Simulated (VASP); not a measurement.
# SiC (F-43m) in VASP: a series of runs

The runs below take SiC through single point, relaxation of cell and atoms, with LDA.

Program: VASP 6.6.1. These are calculated values, not measurements. Logs are shortened: lines on timing, memory, paths and dates and some standing lists are left out, and cuts for length are marked.

### 1 The cell of the first run

It takes space group F-43m (No. 216, cubic). Conventional cell: a = 4.329 Å, b = 4.329 Å, c = 4.329 Å, α = 90.00°, β = 90.00°, γ = 90.00°. Si (site symmetry -43m) has 4 C at 1.87 Å within 2.5 Å. Within 2.5 Å of C (site symmetry -43m) lie 4 Si at 1.87 Å.

### 2 Single point, LDA

Input file INCAR:

```
SYSTEM = SiC
  ALGO = Normal
  EDIFF = 1E-6
  ENCUT = 600
  GGA = CA
  GGA_COMPAT = .False.
  ISIF = 2
  ISMEAR = 0
  LASPH = .True.
  LCHARG = .True.
  LELF = .True.
  LREAL = .False.
  LVHAR = .True.
  LWAVE = .False.
  NBANDS = 11
  NELM = 120
  PREC = Accurate
  SIGMA = 0.02
```

Input file KPOINTS:

```
k-points
0
Gamma
  12 12 12
  0 0 0
```

Input file POSCAR:

```
SiC
1.0
    0.0000000000      2.1644839164      2.1644839164
    2.1644839164      0.0000000000      2.1644839164
    2.1644839164      2.1644839164      0.0000000000
Si C
1 1
Direct
    0.0000000000      0.0000000000      0.0000000000
    0.2500000000      0.2500000000      0.2500000000
```

Potentials or basis: VASP PAW LDA potentials, release 64 (Si, C).

The run is started by

```
$ cat potpaw_LDA.64/Si/POTCAR potpaw_LDA.64/C/POTCAR > POTCAR
$ mpirun -np 1 vasp_std > vasp.out
```

OUTCAR:

```text
SYSTEM = SiC
   EDIFF = 1E-6
   ENCUT = 600
   GGA = CA
   ISIF = 2
   ISMEAR = 0
   LASPH = .True.
   LREAL = .False.
   NELM = 120
   PREC = Accurate

 ion  position               nearest neighbor table
   1  0.000  0.000  0.000-   2 1.87   2 1.87   2 1.87   2 1.87
   2  0.250  0.250  0.250-   1 1.87   1 1.87   1 1.87   1 1.87

  LATTYP: Found a face centered cubic cell.
 ALAT       =     4.3289678328

  Lattice vectors:

 A1 = (   0.0000000000,   2.1644839164,   2.1644839164)
 A2 = (   2.1644839164,   0.0000000000,   2.1644839164)
 A3 = (   2.1644839164,   2.1644839164,   0.0000000000)

Analysis of symmetry for initial positions (statically):
=====================================================================
 Subroutine PRICEL returns:
 Original cell was already a primitive cell.

 Routine SETGRP: Setting up the symmetry group for a
 face centered cubic supercell.

 Subroutine GETGRP returns: Found 24 space group operations
 (whereof 24 operations were pure point group operations)
 out of a pool of 48 trial point group operations.

The static configuration has the point symmetry T_d .

Analysis of symmetry for dynamics (positions and initial velocities):
=====================================================================
 Subroutine PRICEL returns:
 Original cell was already a primitive cell.

 Routine SETGRP: Setting up the symmetry group for a
 face centered cubic supercell.

 Subroutine GETGRP returns: Found 24 space group operations
 (whereof 24 operations were pure point group operations)
 out of a pool of 48 trial point group operations.

The dynamic configuration has the point symmetry T_d .

 Subroutine INISYM returns: Found 24 space group operations
 (whereof 24 operations are pure point group operations),
 and found     1 'primitive' translations

----------------------------------------------------------------------------------------

                                     Primitive cell

  volume of cell :      20.2812

  direct lattice vectors                    reciprocal lattice vectors
     0.000000000  2.164483916  2.164483916    -0.231001947  0.231001947  0.231001947
     2.164483916  0.000000000  2.164483916     0.231001947 -0.231001947  0.231001947
     2.164483916  2.164483916  0.000000000     0.231001947  0.231001947 -0.231001947

  length of vectors
     3.061042510  3.061042510  3.061042510     0.400107110  0.400107110  0.400107110

  position of ions in fractional coordinates (direct lattice)
     0.000000000  0.000000000  0.000000000
     0.250000000  0.250000000  0.250000000

  ion indices of the primitive-cell ions
   primitive index   ion index
                 1           1
                 2           2

----------------------------------------------------------------------------------------

 KPOINTS: k-points

Automatic generation of k-mesh.
 Grid dimensions read from file:
 generate k-points for:   12   12   12

 Generating k-lattice:

  Cartesian coordinates                     Fractional coordinates (reciprocal lattice)
    -0.019250162  0.019250162  0.019250162     0.083333333  0.000000000  0.000000000
     0.019250162 -0.019250162  0.019250162     0.000000000  0.083333333  0.000000000
     0.019250162  0.019250162 -0.019250162     0.000000000  0.000000000  0.083333333

  Length of vectors
     0.033342259  0.033342259  0.033342259

  Shift w.r.t. Gamma in fractional coordinates (k-lattice)
     0.000000000  0.000000000  0.000000000

 Subroutine IBZKPT returns following result:
 ===========================================

 Found     72 irreducible k-points:

 Following reciprocal coordinates:
            Coordinates               Weight
  0.000000  0.000000  0.000000      1.000000
  0.083333  0.000000  0.000000      8.000000
  0.166667  0.000000  0.000000      8.000000
  0.250000  0.000000  0.000000      8.000000
  0.333333  0.000000  0.000000      8.000000
  0.416667  0.000000  0.000000      8.000000
[... 16 lines left out ...]
  0.500000  0.166667  0.000000     24.000000
 -0.416667  0.166667  0.000000     24.000000
 [... further k-points ...]
   k-points           NKPTS =     72   k-points in BZ     NKDIM =     72   number of bands    NBANDS=     11
   number of dos      NEDOS =    301   number of ions     NIONS =      2
   total plane-waves  NPLWV =  13824
   dimension x,y,z NGX =    24 NGY =   24 NGZ =   24
   dimension x,y,z NGXF=    48 NGYF=   48 NGZF=   48
   ions per type =               1   1
   NGX,Y,Z   is equivalent  to a cutoff of  13.03, 13.03, 13.03 a.u.
   NGXF,Y,Z  is equivalent  to a cutoff of  26.07, 26.07, 26.07 a.u.
 SYSTEM =  SiC
   PREC   = accura    normal or accurate (medium, high low for compatibility)
   ISTART =      0    job   : 0-new  1-cont  2-samecut
   ICHARG =      2    charge: 1-file 2-atom 10-const
   ISPIN  =      1    spin polarized calculation?
   LNONCOLLINEAR =      F non collinear calculations
   LSORBIT =      F    spin-orbit coupling
   LASPH  =      T    aspherical Exc in radial PAW
   ENCUT  =  600.0 eV  44.10 Ry    6.64 a.u.   6.11  6.11  6.11*2*pi/ulx,y,z
   NELM   =    120;   NELMIN=  2; NELMDL= -5     # of ELM steps
   EDIFF  = 0.1E-05   stopping-criterion for ELM
   LREAL  =      F    real-space projection
   EDIFFG = 0.1E-04   stopping-criterion for IOM
   NSW    =      0    number of steps for IOM
   IBRION =     -1    ionic relax: 0-MD 1-quasi-New 2-CG
   NFREE  =      0    steps in history (QN), initial steepest desc. (CG)
   ISIF   =      2    stress and relaxation
   ISYM   =      2    0-nonsym 1-usesym 2-fastsym
   POTIM  = 0.5000    time-step for ionic-motion
   TEBEG  =    0.0;   TEEND  =   0.0 temperature during run
   PSTRESS=    0.0 pullay stress
   NELECT =       8.0000    total number of electrons
   NUPDOWN=      -1.0000    fix difference up-down
   EMIN   =  10.00;   EMAX   =-10.00  energy-range for DOS
   EFERMI =   0.00;   METHOD = LEGACY
   ISMEAR =     0;   SIGMA  =   0.02  broadening in eV -4-tet -1-fermi 0-gaus
   EFERMI_NEDOS =   21; number of points for ismear=-14 and -15
   IALGO  =     38    algorithm
   IMIX   =      4    mixing-type and parameters
     AMIX     =   0.40;   BMIX     =  1.00
     AMIX_MAG =   1.60;   BMIX_MAG =  1.00
  volume/ion in A,a.u.               =      10.14        68.43
  Fermi-wavevector in a.u.,A,eV,Ry     =   1.200624  2.268851 19.612781  1.441499
  Thomas-Fermi vector in A             =   2.336455
   LORBIT       =      0    0 simple, 1 ext, 2 COOP (PROOUT), +10 PAW based schemes
   GGA     = CA    functional components
   LHFCALC =     F    Hartree Fock is set to
   AEXX    =    0.0000 exact exchange contribution
   IVDW    =     0    specifies the selected vdW correction
   LEPSILON=     F    determine dielectric tensor
   LRPA    =     F    only Hartree local field effects (RPA)
 non-spin polarized calculation
 Gauss-broadening in eV      SIGMA  =   0.02
  energy-cutoff  :      600.00
  volume of cell :       20.28
 maximum number of plane-waves:       700
   NGX = 13   NGY = 13   NGZ = 13

 number of electron       8.0000000 magnetization

 Free energy of the ion-electron system (eV)
  ---------------------------------------------------
  ext. energy  EPLUGINS =         0.00000000
  ---------------------------------------------------
  free energy    TOTEN  =       -16.64476069 eV

  energy without entropy =      -16.64476069  energy(sigma->0) =      -16.64476069

 E-fermi :   8.4843     XC(G=0): -11.6422

 val. band max:        8.2903938556   @ k =   0.0000   0.0000   0.0000
 cond. band min:       9.5783068002   @ k =   0.5000   0.5000   0.0000
 fundamental gap:      1.2879129446
 Fermi energy:         8.4843488952

 k-point     1 :       0.0000    0.0000    0.0000
  band No.  band energies     occupation
      1      -7.1826      2.00000
      2       8.2904      2.00000
      3       8.2904      2.00000
      4       8.2904      2.00000
      5      14.8187      0.00000
      6      15.6217      0.00000
      7      15.6217      0.00000
      8      15.6217      0.00000
      9      22.8675      0.00000
     10      22.8675      0.00000
     11      24.7746      0.00000

 k-point     2 :       0.0833    0.0000    0.0000
  band No.  band energies     occupation
      1      -7.0443      2.00000
      2       7.5702      2.00000
      3       8.1945      2.00000
      4       8.1945      2.00000
      5      14.9954      0.00000
      6      15.7989      0.00000
      7      15.7989      0.00000
      8      15.8171      0.00000
      9      22.0968      0.00000
     10      22.0968      0.00000
     11      24.6517      0.00000

 k-point     3 :       0.1667    0.0000    0.0000
  band No.  band energies     occupation
      1      -6.6328      2.00000
      2       5.9245      2.00000
      3       7.9576      2.00000
      4       7.9576      2.00000
      5      14.7766      0.00000
      6      16.1408      0.00000
      7      16.1408      0.00000
      8      16.7594      0.00000
      9      21.2899      0.00000
     10      21.2899      0.00000
     11      23.9269      0.00000

 k-point     4 :       0.2500    0.0000    0.0000
  band No.  band energies     occupation
      1      -5.9620      2.00000
      2       3.9847      2.00000
      3       7.6796      2.00000
      4       7.6796      2.00000
      5      14.4103      0.00000
      6      16.2128      0.00000
      7      16.2128      0.00000
      8      17.7225      0.00000
      9      21.4368      0.00000
     10      21.4368      0.00000
     11      23.4234      0.00000
[... 239 lines left out ...]
 k-point    22 :       0.4167    0.1667    0.0000
  band No.  band energies     occupation
      1      -4.2817      2.00000
      2       1.8004      2.00000
      3       5.9635      2.00000
      4       6.4334      2.00000
      5      13.0501      0.00000
      6      16.2483      0.00000
      7      17.6004      0.00000
      8      17.8537      0.00000
      9      21.7808      0.00000
     10      25.6412      0.00000
     11      26.2406      0.00000

 k-point    23 :       0.5000    0.1667    0.0000
  band No.  band energies     occupation
      1      -3.3566      2.00000
      2       0.4259      2.00000
      3       5.4986      2.00000
      4       6.5176      2.00000
      5      13.1032      0.00000
      6      16.1852      0.00000
      7      17.1564      0.00000
      8      18.9870      0.00000
      9      22.2531      0.00000
     10      25.6335      0.00000
     11      26.5322      0.00000

 k-point    24 :      -0.4167    0.1667    0.0000
  band No.  band energies     occupation
      1      -3.1611      2.00000
      2       0.1703      2.00000
      3       5.1777      2.00000
      4       6.7621      2.00000
      5      13.4154      0.00000
      6      16.0999      0.00000
      7      16.8336      0.00000
      8      19.5132      0.00000
      9      22.9816      0.00000
     10      23.7358      0.00000
     11      26.5214      0.00000

 [... further k-points ...]
[... 5 lines left out ...]
  --------------------------------------------------------------------------------------
  -------------------------------------------------------------------------------------
  Total        0.0328359      0.0328359      0.0328359      0.0000000      0.0000000      0.0000000
  in kB        2.5939761      2.5939761      2.5939761      0.0000000      0.0000000      0.0000000
  external PRESSURE =       2.5939761 kB  Pullay stress =       0.0000000 kB

 VOLUME and BASIS-vectors are now :
 -----------------------------------------------------------------------------
  energy-cutoff  :      600.00
  volume of cell :       20.28
      direct lattice vectors                 reciprocal lattice vectors
     0.000000000  2.164483916  2.164483916    -0.231001947  0.231001947  0.231001947
     2.164483916  0.000000000  2.164483916     0.231001947 -0.231001947  0.231001947
     2.164483916  2.164483916  0.000000000     0.231001947  0.231001947 -0.231001947

 POSITION                                       TOTAL-FORCE (eV/Angst)
 -----------------------------------------------------------------------------------
      0.00000      0.00000      0.00000         0.000000     -0.000000      0.000000
      1.08224      1.08224      1.08224        -0.000000      0.000000     -0.000000
 -----------------------------------------------------------------------------------
    total drift:                                0.000000      0.000000      0.000000

  FREE ENERGIE OF THE ION-ELECTRON SYSTEM (eV)
  ---------------------------------------------------
  free  energy   TOTEN  =       -16.6447606908 eV

  energy  without entropy=      -16.6447606908  energy(sigma->0) =      -16.64476069
```

Run time: 9.1 s. Hardware: 1 thread of Intel Xeon Platinum 8488C (Sapphire Rapids), shared host; peak memory 0.13 GiB.

Results:

```yaml
Free_energy: -16.6448 eV
Pressure: 0.3 GPa
Band_gap_on_the_k_mesh: 1.29 eV (least direct gap 4.52 eV)
```

A k mesh can miss the band edges.

(Part 1 of 2 ends here.)
